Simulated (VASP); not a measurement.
A run of VASP 6.6.1 is set up as follows.

The input POSCAR:

```
NaHF2
1.0
    1.6977160746      0.9801768327      4.5692389264
   -1.6977160746      0.9801768327      4.5692389264
    0.0000000000     -1.9603536654      4.5692389264
Na H F
1 1 2
Direct
    0.0000000000      0.0000000000      0.0000000000
    0.5000000000      0.5000000000      0.5000000000
    0.4172389337      0.4172389337      0.4172389337
    0.5827610663      0.5827610663      0.5827610663
```

INCAR.step1

```
SYSTEM = NaHF2
ALGO = Normal ; EDIFF = 1E-5
ENCUT = 660 ; GGA = PE
GGA_COMPAT = .FALSE. ; ISMEAR = 0
LASPH = .TRUE. ; LCHARG = .FALSE.
LREAL = .FALSE. ; LWAVE = .TRUE.
NBANDS = 19 ; NELM = 120
PREC = Accurate ; SIGMA = 0.01
```

The input INCAR.step2:

```
SYSTEM = NaHF2
ALGO = Normal ; EDIFF = 1E-6
ENCUT = 660 ; GGA_COMPAT = .FALSE.
ISIF = 2 ; ISMEAR = 0
ISTART = 1 ; LASPH = .TRUE.
LCHARG = .TRUE. ; LELF = .TRUE.
LMIXTAU = .TRUE. ; LREAL = .FALSE.
LVHAR = .TRUE. ; LWAVE = .FALSE.
METAGGA = R2SCAN ; NBANDS = 19
NELM = 120 ; PREC = Accurate
SIGMA = 0.01
```

KPOINTS

```
k-points
0
G
  4 4 4
  0 0 0
```

Potentials or basis: VASP PAW PBE potentials, release 64 (Na_pv, H, F).

Run with:

```sh
$ cat potpaw_PBE.64/Na_pv/POTCAR potpaw_PBE.64/H/POTCAR potpaw_PBE.64/F/POTCAR > POTCAR
$ cp INCAR.step1 INCAR
$ mpirun -np 1 vasp_std > vasp.out
$ cp INCAR.step2 INCAR
$ mpirun -np 1 vasp_std > vasp.out
```

Estimate the pressure.

0.1 GPa.

Predict the largest force.

0.069 eV/Å.

Predict the band gap on the k mesh.

7.89 eV (least direct gap 8.00 eV).

Forces on the atoms (eV/Å):
```
Na   0.000  0.000  0.000
H    0.000  0.000  0.000
F    0.000  0.000 -0.069
F    0.000  0.000  0.069
```

Caveat: the k points lie up to 0.55 Å⁻¹ apart; the PAW data sets were made with another functional, which shifts forces and pressure a little. r2SCAN opens gaps a little over a GGA but as a rule still falls short of measured ones.
